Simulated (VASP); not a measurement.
# Pd (I4/mmm) in VASP: single point with PBEsol

Aim: the single point of Pd with PBEsol.

Everything below comes from runs of VASP 6.6.1. Logs are shortened: lines on timing, memory, paths and dates and some standing lists are left out, and cuts for length are marked.

**1. The cell of the first run**

It takes space group I4/mmm (No. 139, tetragonal). The conventional cell has a = 3.240 Å, b = 3.240 Å, c = 10.080 Å, α = 90.00°, β = 90.00°, γ = 90.00°. Pd (site symmetry 4/mmm) has 4 Pd at 3.24 Å within 4.3 Å.

**2. Single point, PBEsol**

File INCAR:

```
SYSTEM = Pd
  PREC = Accurate
  ENCUT = 520
  EDIFF = 1E-6
  ISMEAR = 1
  SIGMA = 0.1
  LREAL = .False.
  LASPH = .True.
  NELM = 80
  ALGO = Normal
  ISIF = 2
  LWAVE = .False.
  LCHARG = .False.
  GGA = PS
  NBANDS = 11
```

File KPOINTS:

```
Automatic mesh
0
Gamma
  12 12 12
  0 0 0
```

File POSCAR:

```
Pd
1.0
   -1.6200260000      1.6200260000      5.0401130000
    1.6200260000     -1.6200260000      5.0401130000
    1.6200260000      1.6200260000     -5.0401130000
Pd
1
Direct
    0.0000000000      0.0000000000      0.0000000000
```

Potentials or basis: VASP PAW PBE potentials, release 64 (Pd).

Launch:

```sh
> cat potpaw_PBE.64/Pd/POTCAR > POTCAR
> mpirun -np 1 vasp_std > vasp.out
```

OUTCAR:

```text
SYSTEM = Pd
   PREC = Accurate
   ENCUT = 520
   EDIFF = 1E-6
   ISMEAR = 1
   LREAL = .False.
   LASPH = .True.
   NELM = 80
   ISIF = 2
   GGA = PS

 ion  position               nearest neighbor table
   1  0.000  0.000  0.000-

  LATTYP: Found a body centered tetragonal cell.
 ALAT       =     3.2400520000
 C/A-ratio  =     3.1111309325

  Lattice vectors:

 A1 = (  -1.6200260000,   1.6200260000,   5.0401130000)
 A2 = (   1.6200260000,  -1.6200260000,   5.0401130000)
 A3 = (   1.6200260000,   1.6200260000,  -5.0401130000)

Analysis of symmetry for initial positions (statically):
=====================================================================
 Subroutine PRICEL returns:
 Original cell was already a primitive cell.

 Routine SETGRP: Setting up the symmetry group for a
 body centered tetragonal supercell.

 Subroutine GETGRP returns: Found 16 space group operations
 (whereof 16 operations were pure point group operations)
 out of a pool of 16 trial point group operations.

The static configuration has the point symmetry D_4h.

Analysis of symmetry for dynamics (positions and initial velocities):
=====================================================================
 Subroutine PRICEL returns:
 Original cell was already a primitive cell.

 Routine SETGRP: Setting up the symmetry group for a
 body centered tetragonal supercell.

 Subroutine GETGRP returns: Found 16 space group operations
 (whereof 16 operations were pure point group operations)
 out of a pool of 16 trial point group operations.

The dynamic configuration has the point symmetry D_4h.

 Subroutine INISYM returns: Found 16 space group operations
 (whereof 16 operations are pure point group operations),
 and found     1 'primitive' translations

----------------------------------------------------------------------------------------

                                     Primitive cell

  volume of cell :      52.9108

  direct lattice vectors                    reciprocal lattice vectors
    -1.620026000  1.620026000  5.040113000     0.000000000  0.308637022  0.099204125
     1.620026000 -1.620026000  5.040113000     0.308637022  0.000000000  0.099204125
     1.620026000  1.620026000 -5.040113000     0.308637022  0.308637022  0.000000000

  length of vectors
     5.536398426  5.536398426  5.536398426     0.324188633  0.324188633  0.436478662

  position of ions in fractional coordinates (direct lattice)
     0.000000000  0.000000000  0.000000000

  ion indices of the primitive-cell ions
   primitive index   ion index
                 1           1

----------------------------------------------------------------------------------------

 KPOINTS: Automatic mesh

Automatic generation of k-mesh.
 Grid dimensions read from file:
 generate k-points for:   12   12   12

 Generating k-lattice:

  Cartesian coordinates                     Fractional coordinates (reciprocal lattice)
     0.000000000  0.025719752  0.008267010     0.083333333  0.000000000  0.000000000
     0.025719752  0.000000000  0.008267010     0.000000000  0.083333333  0.000000000
     0.025719752  0.025719752  0.000000000     0.000000000  0.000000000  0.083333333

  Length of vectors
     0.027015719  0.027015719  0.036373222

  Shift w.r.t. Gamma in fractional coordinates (k-lattice)
     0.000000000  0.000000000  0.000000000

 Subroutine IBZKPT returns following result:
 ===========================================

 Found    163 irreducible k-points:

 Following reciprocal coordinates:
            Coordinates               Weight
  0.000000  0.000000  0.000000      1.000000
  0.083333 -0.000000  0.000000      8.000000
  0.166667 -0.000000  0.000000      8.000000
  0.250000  0.000000  0.000000      8.000000
  0.333333  0.000000  0.000000      8.000000
  0.416667  0.000000 -0.000000      8.000000
[... 16 lines left out ...]
  0.500000  0.166667  0.000000     16.000000
 -0.416667  0.166667  0.000000     16.000000
 [... further k-points ...]
   k-points           NKPTS =    163   k-points in BZ     NKDIM =    163   number of bands    NBANDS=     11
   number of dos      NEDOS =    301   number of ions     NIONS =      1
   total plane-waves  NPLWV =  74088
   dimension x,y,z NGX =    42 NGY =   42 NGZ =   42
   dimension x,y,z NGXF=    84 NGYF=   84 NGZF=   84
   ions per type =               1
   NGX,Y,Z   is equivalent  to a cutoff of  12.61, 12.61, 12.61 a.u.
   NGXF,Y,Z  is equivalent  to a cutoff of  25.22, 25.22, 25.22 a.u.
 SYSTEM =  Pd
   PREC   = accura    normal or accurate (medium, high low for compatibility)
   ISTART =      0    job   : 0-new  1-cont  2-samecut
   ICHARG =      2    charge: 1-file 2-atom 10-const
   ISPIN  =      1    spin polarized calculation?
   LNONCOLLINEAR =      F non collinear calculations
   LSORBIT =      F    spin-orbit coupling
   LASPH  =      T    aspherical Exc in radial PAW
   ENCUT  =  520.0 eV  38.22 Ry    6.18 a.u.  10.29 10.29 10.29*2*pi/ulx,y,z
   NELM   =     80;   NELMIN=  2; NELMDL= -5     # of ELM steps
   EDIFF  = 0.1E-05   stopping-criterion for ELM
   LREAL  =      F    real-space projection
   EDIFFG = 0.1E-04   stopping-criterion for IOM
   NSW    =      0    number of steps for IOM
   IBRION =     -1    ionic relax: 0-MD 1-quasi-New 2-CG
   NFREE  =      0    steps in history (QN), initial steepest desc. (CG)
   ISIF   =      2    stress and relaxation
   ISYM   =      2    0-nonsym 1-usesym 2-fastsym
   POTIM  = 0.5000    time-step for ionic-motion
   TEBEG  =    0.0;   TEEND  =   0.0 temperature during run
   PSTRESS=    0.0 pullay stress
   NELECT =      10.0000    total number of electrons
   NUPDOWN=      -1.0000    fix difference up-down
   EMIN   =  10.00;   EMAX   =-10.00  energy-range for DOS
   EFERMI =   0.00;   METHOD = LEGACY
   ISMEAR =     1;   SIGMA  =   0.10  broadening in eV -4-tet -1-fermi 0-gaus
   EFERMI_NEDOS =   21; number of points for ismear=-14 and -15
   IALGO  =     38    algorithm
   IMIX   =      4    mixing-type and parameters
     AMIX     =   0.40;   BMIX     =  1.00
     AMIX_MAG =   1.60;   BMIX_MAG =  1.00
  volume/ion in A,a.u.               =      52.91       357.06
  Fermi-wavevector in a.u.,A,eV,Ry     =   0.939493  1.775384 12.009136  0.882647
  Thomas-Fermi vector in A             =   2.066810
   LORBIT       =      0    0 simple, 1 ext, 2 COOP (PROOUT), +10 PAW based schemes
   GGA     = PS    functional components
   LHFCALC =     F    Hartree Fock is set to
   AEXX    =    0.0000 exact exchange contribution
   IVDW    =     0    specifies the selected vdW correction
   LEPSILON=     F    determine dielectric tensor
   LRPA    =     F    only Hartree local field effects (RPA)
 non-spin polarized calculation
 Methfessel and Paxton  Order N= 1 SIGMA  =   0.10
  energy-cutoff  :      520.00
  volume of cell :       52.91
 maximum number of plane-waves:      1442
 NGX is ok and might be reduce to    42
   NGX = 21   NGY = 21   NGZ = 21

 number of electron      10.0000000 magnetization

 number of electron       9.9999999 magnetization

 Free energy of the ion-electron system (eV)
  ---------------------------------------------------
  ext. energy  EPLUGINS =         0.00000000
  ---------------------------------------------------
  free energy    TOTEN  =        -2.90314969 eV

  energy without entropy =       -2.90374969  energy(sigma->0) =       -2.90334969

 E-fermi :  -1.3019     XC(G=0):  -6.5121

 val. band max:       -1.3040588074   @ k =   0.5000   0.0000   0.0000
 cond. band min:      -1.2954441796   @ k =  -0.4167  -0.4167   0.3333
 fundamental gap:      0.0086146278
 Fermi energy:        -1.3019044170

 k-point     1 :       0.0000    0.0000    0.0000
  band No.  band energies     occupation
      1      -3.2820      2.00000
      2      -2.8489      2.00000
      3      -1.8635      2.00000
      4      -1.3768      1.95146
      5      -1.3768      1.95146
      6      -1.2565      0.31214
      7       3.6227      0.00000
      8       6.1471      0.00000
      9      12.1279      0.00000
     10      12.1279      0.00000
     11      14.8260      0.00000

 k-point     2 :       0.0833   -0.0000    0.0000
  band No.  band energies     occupation
      1      -3.1745      2.00000
      2      -2.7995      2.00000
      3      -1.8314      2.00000
      4      -1.4414      2.06389
      5      -1.3719      1.91990
      6      -1.2917      0.82754
      7       3.6816      0.00000
      8       6.3320      0.00000
      9      11.0012      0.00000
     10      12.2798      0.00000
     11      13.5231      0.00000

 k-point     3 :       0.1667   -0.0000    0.0000
  band No.  band energies     occupation
      1      -2.9590      2.00000
      2      -2.5603      2.00000
      3      -1.7402      2.00000
      4      -1.6003      2.00020
      5      -1.3859      1.99899
      6      -1.3587      1.81005
      7       3.8477      0.00000
      8       6.8701      0.00000
      9       9.0292      0.00000
     10      11.7584      0.00000
     11      12.7170      0.00000

 k-point     4 :       0.2500    0.0000    0.0000
  band No.  band energies     occupation
      1      -2.8228      2.00000
      2      -2.0316      2.00000
      3      -1.8292      2.00000
      4      -1.5103      2.01209
      5      -1.5059      2.01403
      6      -1.3405      1.60299
      7       4.1075      0.00000
      8       6.9925      0.00000
      9       7.7167      0.00000
     10      10.2201      0.00000
     11      13.3877      0.00000
[... 239 lines left out ...]
 k-point    22 :       0.4167    0.1667    0.0000
  band No.  band energies     occupation
      1      -2.2912      2.00000
      2      -2.0998      2.00000
      3      -2.0212      2.00000
      4      -1.5031      2.01540
      5      -1.4634      2.04477
      6       0.8303      0.00000
      7       3.5765      0.00000
      8       4.8980      0.00000
      9       8.5488      0.00000
     10      11.3701      0.00000
     11      11.6133      0.00000

 k-point    23 :       0.5000    0.1667    0.0000
  band No.  band energies     occupation
      1      -2.2632      2.00000
      2      -2.1381      2.00000
      3      -2.0619      2.00000
      4      -1.4952      2.01972
      5      -1.4295      2.07017
      6       1.9915      0.00000
      7       2.2352      0.00000
      8       5.4957      0.00000
      9       7.8705      0.00000
     10      11.0756      0.00000
     11      12.3006      0.00000

 k-point    24 :      -0.4167    0.1667    0.0000
  band No.  band energies     occupation
      1      -2.2920      2.00000
      2      -2.0903      2.00000
      3      -2.0226      2.00000
      4      -1.5033      2.01528
      5      -1.4812      2.02939
      6       0.6203     -0.00000
      7       3.8473      0.00000
      8       5.7954      0.00000
      9       7.8595      0.00000
     10       9.7052      0.00000
     11      11.7399      0.00000

 [... further k-points ...]
[... 5 lines left out ...]
  --------------------------------------------------------------------------------------
  -------------------------------------------------------------------------------------
  Total       -3.1239013     -3.1239013     -0.3190705      0.0000000     -0.0000000      0.0000000
  in kB      -94.5940121    -94.5940121     -9.6616893      0.0000000     -0.0000000      0.0000000
  external PRESSURE =     -66.2832378 kB  Pullay stress =       0.0000000 kB

 VOLUME and BASIS-vectors are now :
 -----------------------------------------------------------------------------
  energy-cutoff  :      520.00
  volume of cell :       52.91
      direct lattice vectors                 reciprocal lattice vectors
    -1.620026000  1.620026000  5.040113000     0.000000000  0.308637022  0.099204125
     1.620026000 -1.620026000  5.040113000     0.308637022  0.000000000  0.099204125
     1.620026000  1.620026000 -5.040113000     0.308637022  0.308637022  0.000000000

 POSITION                                       TOTAL-FORCE (eV/Angst)
 -----------------------------------------------------------------------------------
      0.00000      0.00000      0.00000         0.000000     -0.000000     -0.000000
 -----------------------------------------------------------------------------------
    total drift:                                0.000000      0.000000     -0.000000

  FREE ENERGIE OF THE ION-ELECTRON SYSTEM (eV)
  ---------------------------------------------------
  free  energy   TOTEN  =        -2.9031496898 eV

  energy  without entropy=       -2.9037496934  energy(sigma->0) =       -2.90334969
```

Run time: 8.1 min. Hardware: 1 thread of AMD EPYC 7R13, shared host; peak memory 0.28 GiB.

Results:

* Free energy: -2.9031 eV
* Pressure: -6.6 GPa
* Band gap on the k mesh: zero (band 5 reaches -0.88 eV, above the bottom of band 6 at -1.43 eV)

Stress tensor (GPa, compression positive):
```
-9.46  0.00  0.00
 0.00 -9.46  0.00
 0.00  0.00 -0.97
```

Levels at points of the mesh, in eV from the Fermi level:
| k point | band 3 | band 4 | band 5 | band 6 | band 7 | band 8 |
| --- | --- | --- | --- | --- | --- | --- |
| (0.00, 0.00, 0.00) | -0.56 | -0.07 | -0.07 | 0.05 | 4.92 | 7.45 |
| (0.50, 0.00, 0.00) | -0.44 | -0.17 | 0.00 | 2.80 | 3.17 | 6.37 |
| (0.50, 0.50, 0.00) | -0.66 | -0.08 | 0.42 | 5.58 | 6.00 | 6.86 |
| (0.50, 0.50, 0.50) | -0.07 | -0.07 | -0.03 | 0.05 | 2.22 | 12.84 |

Caveat: the PAW data sets were made with another functional, which shifts forces and pressure a little.
